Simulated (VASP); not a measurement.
# ZrH (P4_2/mmc) in VASP: further runs

Runs on ZrH. Level: LDA. Tasks: single point.

Everything below comes from runs of VASP 6.6.1. Logs are shortened: lines on timing, memory, paths and dates and some standing lists are left out, and cuts for length are marked.

## Step 1: The cell of the first run

The structure is tetragonal, space group P4_2/mmc (No. 131). Conventional cell: a = 3.243 Å, b = 3.243 Å, c = 4.948 Å, α = 90.00°, β = 90.00°, γ = 90.00°. Within 2.7 Å of Zr (site symmetry mmm) lie 4 H at 2.04 Å. H (site symmetry -4m2) has 4 Zr at 2.04 Å and 2 H at 2.47 Å within 2.7 Å.

## Step 2: Single point, LDA

Contents of INCAR:

```
SYSTEM = ZrH
PREC     = Accurate       ! precision mode
ENCUT    = 520            ! plane-wave cutoff, eV
EDIFF    = 1E-6           ! SCF threshold, eV
ISMEAR   = 0              ! smearing method
SIGMA    = 0.15           ! smearing width, eV
LREAL    = .FALSE.        ! projectors in reciprocal space
LASPH    = .TRUE.         ! aspherical terms in the spheres
NELM     = 100            ! most SCF steps
ALGO     = Normal         ! electronic algorithm
ISIF     = 2              ! what is computed and relaxed
LWAVE    = .FALSE.        ! write WAVECAR
LCHARG   = .FALSE.        ! write CHGCAR
GGA      = CA             ! functional
NBANDS   = 21             ! bands
```

Contents of KPOINTS:

```
regular mesh
0
G
  16 16 12
  0 0 0
```

Contents of POSCAR:

```
ZrH
1.0
    3.2427916985      0.0000000000      0.0000000000
    0.0000000000      3.2427916985      0.0000000000
    0.0000000000      0.0000000000      4.9480000000
Zr H
2 2
Direct
    0.0000000000      0.5000000000      0.0000000000
    0.5000000000      0.0000000000      0.5000000000
    0.0000000000      0.0000000000      0.7500000000
    0.0000000000      0.0000000000      0.2500000000
```

Potentials or basis: VASP PAW LDA potentials, release 64 (Zr_sv, H).

The run is started by

```bash
$ cat potpaw_LDA.64/Zr_sv/POTCAR potpaw_LDA.64/H/POTCAR > POTCAR
$ mpirun -np 1 vasp_std > vasp.out
```

OUTCAR:

```text
SYSTEM = ZrH
   PREC = Accurate
   ENCUT = 520
   EDIFF = 1E-6
   ISMEAR = 0
   LREAL = .FALSE.
   LASPH = .TRUE.
   NELM = 100
   ISIF = 2
   GGA = CA

 ion  position               nearest neighbor table
   1  0.000  0.500  0.000-   3 2.04   4 2.04   3 2.04   4 2.04   2 3.37   2 3.37   2 3.37   2 3.37
                             2 3.37   2 3.37   2 3.37   2 3.37
   2  0.500  0.000  0.500-   3 2.04   4 2.04   3 2.04   4 2.04   1 3.37   1 3.37   1 3.37   1 3.37
                             1 3.37   1 3.37   1 3.37   1 3.37
   3  0.000  0.000  0.750-   1 2.04   2 2.04   1 2.04   2 2.04
   4  0.000  0.000  0.250-   1 2.04   2 2.04   1 2.04   2 2.04

  LATTYP: Found a simple tetragonal cell.
 ALAT       =     3.2427916985
 C/A-ratio  =     1.5258457712

  Lattice vectors:

 A1 = (   3.2427916985,   0.0000000000,   0.0000000000)
 A2 = (   0.0000000000,   3.2427916985,   0.0000000000)
 A3 = (   0.0000000000,   0.0000000000,   4.9480000000)

Analysis of symmetry for initial positions (statically):
=====================================================================
 Subroutine PRICEL returns:
 Original cell was already a primitive cell.

 Routine SETGRP: Setting up the symmetry group for a
 simple tetragonal supercell.

 Subroutine GETGRP returns: Found 16 space group operations
 (whereof  8 operations were pure point group operations)
 out of a pool of 16 trial point group operations.

The static configuration has the point symmetry D_2h.
 The point group associated with its full space group is D_4h.

Analysis of symmetry for dynamics (positions and initial velocities):
=====================================================================
 Subroutine PRICEL returns:
 Original cell was already a primitive cell.

 Routine SETGRP: Setting up the symmetry group for a
 simple tetragonal supercell.

 Subroutine GETGRP returns: Found 16 space group operations
 (whereof  8 operations were pure point group operations)
 out of a pool of 16 trial point group operations.

The dynamic configuration has the point symmetry D_2h.
 The point group associated with its full space group is D_4h.

 Subroutine INISYM returns: Found 16 space group operations
 (whereof  8 operations are pure point group operations),
 and found     1 'primitive' translations

----------------------------------------------------------------------------------------

                                     Primitive cell

  volume of cell :      52.0317

  direct lattice vectors                    reciprocal lattice vectors
     3.242791699  0.000000000  0.000000000     0.308376267  0.000000000  0.000000000
     0.000000000  3.242791699  0.000000000     0.000000000  0.308376267  0.000000000
     0.000000000  0.000000000  4.948000000     0.000000000  0.000000000  0.202101859

  length of vectors
     3.242791699  3.242791699  4.948000000     0.308376267  0.308376267  0.202101859

  position of ions in fractional coordinates (direct lattice)
     0.000000000  0.500000000  0.000000000
     0.500000000  0.000000000  0.500000000
     0.000000000  0.000000000  0.750000000
     0.000000000  0.000000000  0.250000000

  ion indices of the primitive-cell ions
   primitive index   ion index
                 1           1
                 2           2
                 3           3
                 4           4

----------------------------------------------------------------------------------------

 KPOINTS: regular mesh

Automatic generation of k-mesh.
 Grid dimensions read from file:
 generate k-points for:   16   16   12

 Generating k-lattice:

  Cartesian coordinates                     Fractional coordinates (reciprocal lattice)
     0.019273517  0.000000000  0.000000000     0.062500000  0.000000000  0.000000000
     0.000000000  0.019273517  0.000000000     0.000000000  0.062500000  0.000000000
     0.000000000  0.000000000  0.016841822     0.000000000  0.000000000  0.083333333

  Length of vectors
     0.019273517  0.019273517  0.016841822

  Shift w.r.t. Gamma in fractional coordinates (k-lattice)
     0.000000000  0.000000000  0.000000000

 Subroutine IBZKPT returns following result:
 ===========================================

 Found    315 irreducible k-points:

 Following reciprocal coordinates:
            Coordinates               Weight
  0.000000  0.000000  0.000000      1.000000
  0.062500  0.000000  0.000000      4.000000
  0.125000  0.000000  0.000000      4.000000
  0.187500  0.000000  0.000000      4.000000
  0.250000  0.000000  0.000000      4.000000
  0.312500  0.000000  0.000000      4.000000
[... 16 lines left out ...]
  0.437500  0.125000  0.000000      8.000000
  0.500000  0.125000  0.000000      4.000000
 [... further k-points ...]
   k-points           NKPTS =    315   k-points in BZ     NKDIM =    315   number of bands    NBANDS=     21
   number of dos      NEDOS =    301   number of ions     NIONS =      4
   total plane-waves  NPLWV =  23040
   dimension x,y,z NGX =    24 NGY =   24 NGZ =   40
   dimension x,y,z NGXF=    48 NGYF=   48 NGZF=   80
   ions per type =               2   2
   NGX,Y,Z   is equivalent  to a cutoff of  12.30, 12.30, 13.44 a.u.
   NGXF,Y,Z  is equivalent  to a cutoff of  24.61, 24.61, 26.88 a.u.
 SYSTEM =  ZrH
   PREC   = accura    normal or accurate (medium, high low for compatibility)
   ISTART =      0    job   : 0-new  1-cont  2-samecut
   ICHARG =      2    charge: 1-file 2-atom 10-const
   ISPIN  =      1    spin polarized calculation?
   LNONCOLLINEAR =      F non collinear calculations
   LSORBIT =      F    spin-orbit coupling
   LASPH  =      T    aspherical Exc in radial PAW
   ENCUT  =  520.0 eV  38.22 Ry    6.18 a.u.   6.03  6.03  9.20*2*pi/ulx,y,z
   NELM   =    100;   NELMIN=  2; NELMDL= -5     # of ELM steps
   EDIFF  = 0.1E-05   stopping-criterion for ELM
   LREAL  =      F    real-space projection
   EDIFFG = 0.1E-04   stopping-criterion for IOM
   NSW    =      0    number of steps for IOM
   IBRION =     -1    ionic relax: 0-MD 1-quasi-New 2-CG
   NFREE  =      0    steps in history (QN), initial steepest desc. (CG)
   ISIF   =      2    stress and relaxation
   ISYM   =      2    0-nonsym 1-usesym 2-fastsym
   POTIM  = 0.5000    time-step for ionic-motion
   TEBEG  =    0.0;   TEEND  =   0.0 temperature during run
   PSTRESS=    0.0 pullay stress
   NELECT =      26.0000    total number of electrons
   NUPDOWN=      -1.0000    fix difference up-down
   EMIN   =  10.00;   EMAX   =-10.00  energy-range for DOS
   EFERMI =   0.00;   METHOD = LEGACY
   ISMEAR =     0;   SIGMA  =   0.15  broadening in eV -4-tet -1-fermi 0-gaus
   EFERMI_NEDOS =   21; number of points for ismear=-14 and -15
   IALGO  =     38    algorithm
   IMIX   =      4    mixing-type and parameters
     AMIX     =   0.40;   BMIX     =  1.00
     AMIX_MAG =   1.60;   BMIX_MAG =  1.00
  volume/ion in A,a.u.               =      13.01        87.78
  Fermi-wavevector in a.u.,A,eV,Ry     =   1.299102  2.454947 22.962100  1.687667
  Thomas-Fermi vector in A             =   2.430388
   LORBIT       =      0    0 simple, 1 ext, 2 COOP (PROOUT), +10 PAW based schemes
   GGA     = CA    functional components
   LHFCALC =     F    Hartree Fock is set to
   AEXX    =    0.0000 exact exchange contribution
   IVDW    =     0    specifies the selected vdW correction
   LEPSILON=     F    determine dielectric tensor
   LRPA    =     F    only Hartree local field effects (RPA)
 non-spin polarized calculation
 Gauss-broadening in eV      SIGMA  =   0.15
  energy-cutoff  :      520.00
  volume of cell :       52.03
 maximum number of plane-waves:      1426
   NGX = 13   NGY = 13   NGZ = 19

 number of electron      25.9999998 magnetization

 Free energy of the ion-electron system (eV)
  ---------------------------------------------------
  ext. energy  EPLUGINS =         0.00000000
  ---------------------------------------------------
  free energy    TOTEN  =       -27.51131644 eV

  energy without entropy =      -27.48710634  energy(sigma->0) =      -27.49921139

 E-fermi :   8.0489     XC(G=0): -11.2519

 val. band max:        8.0444449386   @ k =   0.4375   0.1250   0.0833
 cond. band min:       8.0506703644   @ k =   0.3125   0.0000   0.5000
 fundamental gap:      0.0062254258
 Fermi energy:         8.0488683651

 k-point     1 :       0.0000    0.0000    0.0000
  band No.  band energies     occupation
      1     -40.5928      2.00000
      2     -40.4828      2.00000
      3     -19.1207      2.00000
      4     -18.6144      2.00000
      5     -18.6144      2.00000
      6     -18.4115      2.00000
[... 13 lines left out ...]
     20      12.7415      0.00000
     21      14.3196      0.00000

 k-point     2 :       0.0625    0.0000    0.0000
  band No.  band energies     occupation
      1     -40.5901      2.00000
      2     -40.4821      2.00000
      3     -19.1118      2.00000
      4     -18.6340      2.00000
      5     -18.6113      2.00000
      6     -18.4158      2.00000
[... 13 lines left out ...]
     20      12.7127      0.00000
     21      14.6055      0.00000

 k-point     3 :       0.1250    0.0000    0.0000
  band No.  band energies     occupation
      1     -40.5823      2.00000
      2     -40.4805      2.00000
      3     -19.0854      2.00000
      4     -18.6896      2.00000
      5     -18.6021      2.00000
      6     -18.4581      2.00000
[... 13 lines left out ...]
     20      12.7949      0.00000
     21      15.2777      0.00000
[... 457 lines left out ...]
 k-point    23 :       0.4375    0.1250    0.0000
  band No.  band energies     occupation
      1     -40.4997      2.00000
      2     -40.4790      2.00000
      3     -19.1053      2.00000
      4     -18.8765      2.00000
      5     -18.7633      2.00000
      6     -18.6296      2.00000
[... 13 lines left out ...]
     20      13.9882      0.00000
     21      15.6753      0.00000

 k-point    24 :       0.5000    0.1250    0.0000
  band No.  band energies     occupation
      1     -40.4903      2.00000
      2     -40.4850      2.00000
      3     -19.1242      2.00000
      4     -18.8944      2.00000
      5     -18.7110      2.00000
      6     -18.6771      2.00000
[... 13 lines left out ...]
     20      13.5798      0.00000
     21      15.9100      0.00000

 [... further k-points ...]

------------------------ aborting loop because EDIFF is reached ----------------------------------------

  FORCE on cell =-STRESS in cart. coord.  units (eV):
  Direction    XX          YY          ZZ          XY          YZ          ZX
  --------------------------------------------------------------------------------------
  -------------------------------------------------------------------------------------
  Total       -1.7815263     -1.7815263     -1.2409737      0.0000000      0.0000000      0.0000000
  in kB      -54.8573740    -54.8573740    -38.2124911      0.0000000      0.0000000      0.0000000
  external PRESSURE =     -49.3090797 kB  Pullay stress =       0.0000000 kB

 VOLUME and BASIS-vectors are now :
 -----------------------------------------------------------------------------
  energy-cutoff  :      520.00
  volume of cell :       52.03
      direct lattice vectors                 reciprocal lattice vectors
     3.242791699  0.000000000  0.000000000     0.308376267  0.000000000  0.000000000
     0.000000000  3.242791699  0.000000000     0.000000000  0.308376267  0.000000000
     0.000000000  0.000000000  4.948000000     0.000000000  0.000000000  0.202101859

 POSITION                                       TOTAL-FORCE (eV/Angst)
 -----------------------------------------------------------------------------------
      0.00000      1.62140      0.00000         0.000000      0.000000     -0.000000
      1.62140      0.00000      2.47400         0.000000      0.000000     -0.000000
      0.00000      0.00000      3.71100         0.000000      0.000000      0.000000
      0.00000      0.00000      1.23700         0.000000      0.000000     -0.000000
 -----------------------------------------------------------------------------------
    total drift:                                0.000000      0.000000     -0.000000

  FREE ENERGIE OF THE ION-ELECTRON SYSTEM (eV)
  ---------------------------------------------------
  free  energy   TOTEN  =       -27.5113164359 eV

  energy  without entropy=      -27.4871063365  energy(sigma->0) =      -27.49921139
```

It took 73 s on 1 thread of Intel Xeon 6975P-C (Granite Rapids), shared host; peak memory 0.37 GiB.

Results:

| Item | Value |
| --- | --- |
| Free energy | -27.5113 eV |
| Pressure | -4.9 GPa |
| Band gap on the k mesh | zero (band 13 reaches 8.36 eV, above the bottom of band 14 at 7.37 eV) |

(Continued in part 2 of 2.)
